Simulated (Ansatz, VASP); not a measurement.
Al3GaSb4: VASP beside Ansatz

```
Al Ga Sb
1.0
     6.21767    0.00000    0.00000
     0.00000    6.21767    0.00000
     0.00000    0.00000    6.21767
Al Ga Sb
3 1 4
Direct
  0.50000 0.50000 0.00000
  0.50000 0.00000 0.50000
  0.00000 0.50000 0.50000
  0.00000 0.00000 0.00000
  0.74992 0.74992 0.25008
  0.74992 0.25008 0.74992
  0.25008 0.74992 0.74992
  0.25008 0.25008 0.25008
```

Alike in both runs: task relaxation of cell and atoms; functional PBE; k mesh 6 × 6 × 6; occupations gaussian, width 0.02 eV; no spin polarisation.

```csv
,VASP,Ansatz
version,VASP 6.6.1,Ansatz 0.2.0
potentials or method,"VASP PAW PBE potentials, release 64 (Al, Ga_d, Sb), cutoff 600 eV","scalar-relativistic, plane waves, PAW"
valence electrons in the cell,42,82
```

Ansatz gave:

| Item | Value |
| --- | --- |
| gap on the k mesh at the Fermi level, each at its own relaxed structure (eV) | 0.41 |
| relaxed volume (Å³/atom) | 30.12 |
| relaxed length of the cell vector where the two differ most in proportion (Å) | 6.223 |

Task: Which values does VASP return?

Result: gap on the k mesh at the Fermi level, each at its own relaxed structure (eV): 0.40; relaxed volume (Å³/atom): 30.22; relaxed length of the cell vector where the two differ most in proportion (Å): 6.229.

VASP's potentials hold 42 valence electrons a cell and Ansatz's 82, so a difference there can come from the potentials and not from the codes.

Spin-orbit coupling is off throughout.
